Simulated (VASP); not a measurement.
# V (Im-3m) in VASP: notebook

V is run at these levels: PBEsol, PBEsol+U, PBEsol+D4+U; tasks: density of states, single point.

All numbers are computed with VASP 6.6.1; they aren't measurements. Logs are shortened: lines on timing, memory, paths and dates and some standing lists are left out, and cuts for length are marked.

### 1 The cell of the first run

The structure is cubic, space group Im-3m (No. 229). Conventional cell: a = 3.029 Å, b = 3.029 Å, c = 3.029 Å, α = 90.00°, β = 90.00°, γ = 90.00°. Within 3.5 Å of V (site symmetry m-3m) lie 14 V at 2.62 to 3.03 Å.

### 2 Density of states, PBEsol, collinear spin, ferromagnetic start

File POSCAR:

```
V
1.0
   -1.5143500000      1.5143500000      1.5143500000
    1.5143500000     -1.5143500000      1.5143500000
    1.5143500000      1.5143500000     -1.5143500000
V
1
Direct
    0.0000000000      0.0000000000      0.0000000000
```

File INCAR.step1:

```
ALGO     = Fast           # electronic algorithm
EDIFF    = 1E-6           # SCF threshold, eV
ENCUT    = 520            # plane-wave cutoff, eV
GGA      = PS             # functional
ISIF     = 2              # what is computed and relaxed
ISMEAR   = -1             # smearing method
ISPIN    = 2              # spin polarisation
LASPH    = T              # aspherical terms in the spheres
LCHARG   = T              # write CHGCAR
LMAXMIX  = 4              # l up to which the mixer works
LREAL    = F              # projectors in reciprocal space
LWAVE    = F              # write WAVECAR
MAGMOM   = 2              # initial moments
NBANDS   = 16             # bands
NELM     = 150            # most SCF steps
PREC     = Accurate       # precision mode
SIGMA    = 0.05           # smearing width, eV
```

File KPOINTS.step1:

```
k-points
0
Gamma
  12 12 12
```

File INCAR.step2:

```
ALGO     = Fast           # electronic algorithm
EDIFF    = 1E-6           # SCF threshold, eV
ENCUT    = 520            # plane-wave cutoff, eV
GGA      = PS             # functional
ICHARG   = 11             # starting density
ISIF     = 2              # what is computed and relaxed
ISMEAR   = -5             # smearing method
ISPIN    = 2              # spin polarisation
LASPH    = T              # aspherical terms in the spheres
LCHARG   = F              # write CHGCAR
LMAXMIX  = 4              # l up to which the mixer works
LORBIT   = 10             # projections on sites
LREAL    = F              # projectors in reciprocal space
LWAVE    = F              # write WAVECAR
MAGMOM   = 2              # initial moments
NBANDS   = 16             # bands
NEDOS    = 1001           # points of the DOS
NELM     = 150            # most SCF steps
PREC     = Accurate       # precision mode
SIGMA    = 0.05           # smearing width, eV
```

File KPOINTS.step2:

```
k-points
0
Gamma
  18 18 18
```

Potentials or basis: VASP PAW PBE potentials, release 64 (V_sv).

The run is started by

```console
$ cat potpaw_PBE.64/V_sv/POTCAR > POTCAR
$ cp INCAR.step1 INCAR
$ cp KPOINTS.step1 KPOINTS
$ mpirun -np 1 vasp_std > vasp.out
$ cp INCAR.step2 INCAR
$ cp KPOINTS.step2 KPOINTS
$ mpirun -np 1 vasp_std > vasp.out
```

OUTCAR:

```text
EDIFF = 1E-6
   ENCUT = 520
   GGA = PS
   ICHARG = 11
   ISIF = 2
   ISMEAR = -5
   ISPIN = 2
   LASPH = T
   LORBIT = 10
   LREAL = F
   NELM = 150
   PREC = Accurate

 ion  position               nearest neighbor table
   1  0.000  0.000  0.000-

  LATTYP: Found a body centered cubic cell.
 ALAT       =     3.0287000000

  Lattice vectors:

 A1 = (  -1.5143500000,   1.5143500000,   1.5143500000)
 A2 = (   1.5143500000,  -1.5143500000,   1.5143500000)
 A3 = (   1.5143500000,   1.5143500000,  -1.5143500000)

Analysis of symmetry for initial positions (statically):
=====================================================================
 Subroutine PRICEL returns:
 Original cell was already a primitive cell.

 Routine SETGRP: Setting up the symmetry group for a
 body centered cubic supercell.

 Subroutine GETGRP returns: Found 48 space group operations
 (whereof 48 operations were pure point group operations)
 out of a pool of 48 trial point group operations.

The static configuration has the point symmetry O_h .

Analysis of symmetry for dynamics (positions and initial velocities):
=====================================================================
 Subroutine PRICEL returns:
 Original cell was already a primitive cell.

 Routine SETGRP: Setting up the symmetry group for a
 body centered cubic supercell.

 Subroutine GETGRP returns: Found 48 space group operations
 (whereof 48 operations were pure point group operations)
 out of a pool of 48 trial point group operations.

The dynamic configuration has the point symmetry O_h .

Analysis of structural, dynamic, and magnetic symmetry:
=====================================================================
 Subroutine PRICEL returns:
 Original cell was already a primitive cell.

 Routine SETGRP: Setting up the symmetry group for a
 body centered cubic supercell.

 Subroutine GETGRP returns: Found 48 space group operations
 (whereof 48 operations were pure point group operations)
 out of a pool of 48 trial point group operations.

The overall configuration has the point symmetry O_h .

 Subroutine INISYM returns: Found 48 space group operations
 (whereof 48 operations are pure point group operations),
 and found     1 'primitive' translations

----------------------------------------------------------------------------------------

                                     Primitive cell

  volume of cell :      13.8912

  direct lattice vectors                    reciprocal lattice vectors
[... 97 lines left out ...]
   PSTRESS=    0.0 pullay stress
   NELECT =      13.0000    total number of electrons
   NUPDOWN=      -1.0000    fix difference up-down
   EMIN   =  10.00;   EMAX   =-10.00  energy-range for DOS
   EFERMI =   0.00;   METHOD = LEGACY
   ISMEAR =    -5;   SIGMA  =   0.05  broadening in eV -4-tet -1-fermi 0-gaus
   EFERMI_NEDOS =   21; number of points for ismear=-14 and -15
   IALGO  =     68    algorithm
   IMIX   =      4    mixing-type and parameters
     AMIX     =   0.40;   BMIX     =  1.00
     AMIX_MAG =   1.60;   BMIX_MAG =  1.00
  volume/ion in A,a.u.               =      13.89        93.74
  Fermi-wavevector in a.u.,A,eV,Ry     =   1.601313  3.026044 34.888125  2.564205
  Thomas-Fermi vector in A             =   2.698311
   LORBIT       =     10    0 simple, 1 ext, 2 COOP (PROOUT), +10 PAW based schemes
   GGA     = PS    functional components
   LHFCALC =     F    Hartree Fock is set to
   AEXX    =    0.0000 exact exchange contribution
   IVDW    =     0    specifies the selected vdW correction
   LEPSILON=     F    determine dielectric tensor
   LRPA    =     F    only Hartree local field effects (RPA)
 spin polarized calculation
 RMM-DIIS sequential band-by-band and
 Fermi weights with tetrahedron method with Bloechl corrections
  energy-cutoff  :      520.00
  volume of cell :       13.89
 maximum number of plane-waves:       384

 number of electron      12.9999997 magnetization       0.0002588

 Free energy of the ion-electron system (eV)
  ---------------------------------------------------
  ext. energy  EPLUGINS =         0.00000000
  ---------------------------------------------------
  free energy    TOTEN  =        -9.59809499 eV

  energy without entropy =       -9.59809499  energy(sigma->0) =       -9.59809499

 E-fermi :   9.1787     XC(G=0): -12.8891

 val. band max:        9.1820861086   @ k =  -0.2778   0.3889   0.1111
 cond. band min:       9.1823071392   @ k =   0.1667   0.0000   0.0000
 fundamental gap:      0.0002210306
 Fermi energy:         9.1786879609

 spin component 1

 k-point     1 :       0.0000    0.0000    0.0000
  band No.  band energies     occupation
      1     -54.3254      1.00000
      2     -27.7744      1.00000
      3     -27.7744      1.00000
      4     -27.7744      1.00000
      5       2.6556      1.00000
      6       9.5922      0.00000
[... 435 lines left out ...]
      5       6.3807      1.00000
      6       8.1827      1.00000
[... 8 lines left out ...]
     15      36.6369      0.00000
     16      37.3188      0.00000

 [... further k-points ...]

 spin component 2

 k-point     1 :       0.0000    0.0000    0.0000
  band No.  band energies     occupation
      1     -54.3252      1.00000
      2     -27.7742      1.00000
      3     -27.7742      1.00000
      4     -27.7742      1.00000
      5       2.6558      1.00000
      6       9.5924      0.00000
[... 435 lines left out ...]
      5       6.3808      1.00000
      6       8.1829      1.00000
[... 8 lines left out ...]
     15      36.6371      0.00000
     16      37.3189      0.00000

 [... further k-points ...]
[... 5 lines left out ...]
  --------------------------------------------------------------------------------------
  -------------------------------------------------------------------------------------
  Total       -1.1493746     -1.1493746     -1.1493746     -0.0000000      0.0000000     -0.0000000
  in kB     -132.5663827   -132.5663827   -132.5663827     -0.0000000      0.0000000     -0.0000000
  external PRESSURE =    -132.5663827 kB  Pullay stress =       0.0000000 kB

 VOLUME and BASIS-vectors are now :
 -----------------------------------------------------------------------------
  energy-cutoff  :      520.00
  volume of cell :       13.89
      direct lattice vectors                 reciprocal lattice vectors
    -1.514350000  1.514350000  1.514350000     0.000000000  0.330174662  0.330174662
     1.514350000 -1.514350000  1.514350000     0.330174662  0.000000000  0.330174662
     1.514350000  1.514350000 -1.514350000     0.330174662  0.330174662  0.000000000

 POSITION                                       TOTAL-FORCE (eV/Angst)
 -----------------------------------------------------------------------------------
      0.00000      0.00000      0.00000        -0.000000     -0.000000     -0.000000
 -----------------------------------------------------------------------------------
    total drift:                                0.000000     -0.000000      0.000000

  FREE ENERGIE OF THE ION-ELECTRON SYSTEM (eV)
  ---------------------------------------------------
  free  energy   TOTEN  =        -9.5980949872 eV

  energy  without entropy=       -9.5980949872  energy(sigma->0) =       -9.59809499

 total charge

# of ion       s       p       d       tot
------------------------------------------
    1        2.334   6.214   3.055  11.603

 magnetization (x)

# of ion       s       p       d       tot
------------------------------------------
    1        0.000   0.000   0.000   0.000
```

Wall time 1.8 min (1 thread of AMD EPYC 7R13, shared host); peak memory 0.18 GiB.

What came out:

```
Net moment                                            : 0.00 μB per cell
Valence electrons inside the program's atomic spheres : V 11.60
```

Levels at points of the mesh, in eV from the Fermi level:
Spin up:
| k point | band 4 | band 5 | band 6 | band 7 | band 8 | band 9 |
| --- | --- | --- | --- | --- | --- | --- |
| (0.00, 0.00, 0.00) | -36.95 | -6.52 | 0.41 | 0.41 | 0.41 | 2.34 |
| (0.50, 0.00, 0.00) | -36.96 | -3.08 | -1.07 | 1.55 | 2.34 | 2.68 |
| (0.50, 0.50, 0.50) | -37.52 | -2.86 | -2.86 | 3.61 | 3.61 | 3.61 |
Spin down:
| k point | band 3 | band 4 | band 5 | band 6 | band 7 | band 8 | band 9 | band 10 |
| --- | --- | --- | --- | --- | --- | --- | --- | --- |
| (0.00, 0.00, 0.00) | -36.95 | -36.95 | -6.52 | 0.41 | 0.41 | 0.41 | 2.34 | 2.34 |
| (0.50, 0.00, 0.00) | -37.21 | -36.96 | -3.08 | -1.07 | 1.55 | 2.34 | 2.68 | 3.98 |
| (0.50, 0.50, 0.50) | -37.52 | -37.52 | -2.86 | -2.86 | 3.61 | 3.61 | 3.61 | 9.90 |

Caveat: the PAW data sets were made with another functional, which shifts forces and pressure a little; tetrahedron occupations give inexact forces and stress in metals.

### 3 Density of states, PBEsol+U, collinear spin, ferromagnetic start

POSCAR is that of step 2.

INCAR.step1: that of step 2 with these lines changed.

```diff
@@ -1,2 +1,2 @@
-ALGO     = Fast           # electronic algorithm
+ALGO     = Normal         # electronic algorithm
 EDIFF    = 1E-6           # SCF threshold, eV
@@ -9,2 +9,8 @@
 LCHARG   = T              # write CHGCAR
+LDAU     = T              # DFT+U
+LDAUJ    = 0            
+LDAUL    = 2              # shell
+LDAUPRINT= 1            
+LDAUTYPE = 2            
+LDAUU    = 6              # U, eV
 LMAXMIX  = 4              # l up to which the mixer works
```

KPOINTS.step1 is that of step 2.

INCAR.step2: that of step 2 with these lines changed.

```diff
@@ -1,2 +1,2 @@
-ALGO     = Fast           # electronic algorithm
+ALGO     = Normal         # electronic algorithm
 EDIFF    = 1E-6           # SCF threshold, eV
@@ -10,2 +10,8 @@
 LCHARG   = F              # write CHGCAR
+LDAU     = T              # DFT+U
+LDAUJ    = 0            
+LDAUL    = 2              # shell
+LDAUPRINT= 1            
+LDAUTYPE = 2            
+LDAUU    = 6              # U, eV
 LMAXMIX  = 4              # l up to which the mixer works
```

KPOINTS.step2 is that of step 2.

Potentials or basis: VASP PAW PBE potentials, release 64 (V_sv).

The run is started by

```console
$ cat potpaw_PBE.64/V_sv/POTCAR > POTCAR
$ cp INCAR.step1 INCAR
$ cp KPOINTS.step1 KPOINTS
$ mpirun -np 1 vasp_std > vasp.out
$ cp INCAR.step2 INCAR
$ cp KPOINTS.step2 KPOINTS
$ mpirun -np 1 vasp_std > vasp.out
```

Run time: 2 min. Hardware: 1 thread of AMD EPYC 7R13, shared host; peak memory 0.18 GiB.

The run converged. Its results:

| Quantity | Value |
| --- | --- |
| Net moment | 1.98 μB per cell |
| Site moments | V +1.85 μB |
| Valence electrons inside the program's atomic spheres | V 11.59 |

Levels at points of the mesh, in eV from the Fermi level:
Spin up:
```tsv
k point	band 5	band 6	band 7	band 8	band 9	band 10
(0.00, 0.00, 0.00)	-8.33	-2.87	-2.87	-2.87	2.62	2.62
(0.50, 0.00, 0.00)	-5.28	-4.26	-0.21	0.67	1.63	2.98
(0.50, 0.50, 0.50)	-3.03	-3.03	0.31	0.31	0.31	7.93
```
Spin down:
| k point | band 2 | band 3 | band 4 | band 5 | band 6 | band 7 | band 8 | band 9 |
| --- | --- | --- | --- | --- | --- | --- | --- | --- |
| (0.00, 0.00, 0.00) | -37.19 | -37.19 | -37.19 | -7.47 | 2.86 | 2.86 | 2.86 | 3.12 |
| (0.50, 0.00, 0.00) | -38.04 | -37.46 | -37.20 | -2.50 | 0.55 | 1.09 | 3.60 | 3.67 |
| (0.50, 0.50, 0.50) | -37.77 | -37.77 | -37.77 | -2.61 | -2.61 | 6.24 | 6.24 | 6.24 |

Eigenvalues of the final occupation matrices:
```csv
site,spin,trace,eigenvalues
site 1 d,1,2.39,0.17 0.17 0.69 0.69 0.69
site 1 d,2,0.60,0.05 0.05 0.05 0.22 0.22
```

Caveat: the PAW data sets were made with another functional, which shifts forces and pressure a little; the U is typed as a test and isn't derived for this compound; tetrahedron occupations give inexact forces and stress in metals.

### 4 Single point, PBEsol+D4+U, collinear spin, ferromagnetic start

File INCAR:

```
SYSTEM = V
  PREC = Accurate
  ENCUT = 520
  EDIFF = 1E-6
  ISMEAR = 0
  SIGMA = 0.05
  LREAL = .FALSE.
  LASPH = .TRUE.
  NELM = 150
  ALGO = Normal
  ISIF = 2
  LWAVE = .FALSE.
  LCHARG = .TRUE.
  ISPIN = 2
  MAGMOM = 2
  LORBIT = 11
  LMAXMIX = 4
  LDAU = .TRUE.
  LDAUTYPE = 2
  LDAUL = 2
  LDAUU = 7
  LDAUJ = 0
  LDAUPRINT = 1
  GGA = PS
  IVDW = 13
  LELF = .TRUE.
  LVHAR = .TRUE.
  NBANDS = 16
```

File KPOINTS:

```
regular mesh
0
G
  12 12 12
  0 0 0
```

POSCAR is that of step 3.

The run is started by

```console
$ cat potpaw_PBE.64/V_sv/POTCAR > POTCAR
$ mpirun -np 1 vasp_std > vasp.out
```

Run time: 84 s. Hardware: 1 thread of Intel Xeon 6975P-C, shared host; peak memory 0.15 GiB.

It converged, with:

```yaml
Free_energy: -3.3944 eV
Pressure: 51.8 GPa
Net_moment: 2.43 μB per cell
Site_moments: V +2.26 μB
Valence_electrons_inside_the_program's_atomic_spheres: V 11.66
Dispersion_energy_per_atom: -0.184 eV
```

Levels at points of the mesh, in eV from the Fermi level:
Spin up:
| k point | band 5 | band 6 | band 7 | band 8 | band 9 | band 10 | band 11 | band 12 |
| --- | --- | --- | --- | --- | --- | --- | --- | --- |
| (0.00, 0.00, 0.00) | -8.50 | -3.66 | -3.66 | -3.66 | 3.41 | 3.41 | 18.21 | 18.21 |
| (0.50, 0.00, 0.00) | -5.79 | -5.06 | -0.37 | -0.06 | 1.99 | 3.82 | 7.62 | 13.82 |
| (0.50, 0.50, 0.50) | -2.60 | -2.60 | -0.43 | -0.43 | -0.43 | 7.79 | 7.79 | 7.79 |
Spin down:
| k point | band 2 | band 3 | band 4 | band 5 | band 6 | band 7 | band 8 | band 9 |
| --- | --- | --- | --- | --- | --- | --- | --- | --- |
| (0.00, 0.00, 0.00) | -36.50 | -36.50 | -36.50 | -7.47 | 3.94 | 3.94 | 3.94 | 4.20 |
| (0.50, 0.00, 0.00) | -37.39 | -36.77 | -36.51 | -2.02 | 0.56 | 2.01 | 4.75 | 4.76 |
| (0.50, 0.50, 0.50) | -37.09 | -37.09 | -37.09 | -1.95 | -1.95 | 7.47 | 7.47 | 7.47 |

Eigenvalues of the final occupation matrices:
```
    site  spin  trace               eigenvalues
site 1 d     1   2.64  0.13 0.13 0.80 0.80 0.80
site 1 d     2   0.43  0.04 0.04 0.04 0.16 0.16
```

Caveat: the PAW data sets were made with another functional, which shifts forces and pressure a little; pairwise dispersion overbinds metals, which lowers pressure and volume; the U is typed as a test and isn't derived for this compound.

### 5 Overview

| task | level | U | smearing | k mesh for the DOS | occupations for the DOS | moment (μB) |
| --- | --- | --- | --- | --- | --- | --- |
| density of states | PBEsol | - | fermi-dirac 0.05 eV | 18 × 18 × 18 | tetrahedron | 0.00 |
| density of states | PBEsol+U | V d U = 6.0 eV | fermi-dirac 0.05 eV | 18 × 18 × 18 | tetrahedron | 1.98 |
| single point | PBEsol+D4+U | V d U = 7.0 eV | gaussian 0.05 eV | - | - | 2.43 |

Alike in all rows: potentials or basis VASP PAW PBE potentials, release 64 (V_sv); spin collinear, ferromagnetic start; cell as given; k mesh 12 × 12 × 12; cutoff (eV) 520.

Caveats: the PAW data sets were made with another functional, which shifts forces and pressure a little; tetrahedron occupations give inexact forces and stress in metals (some runs); the U is typed as a test and isn't derived for this compound (some runs); pairwise dispersion overbinds metals, which lowers pressure and volume (some runs).

Absolute energies hang on the potentials; compare differences alone.
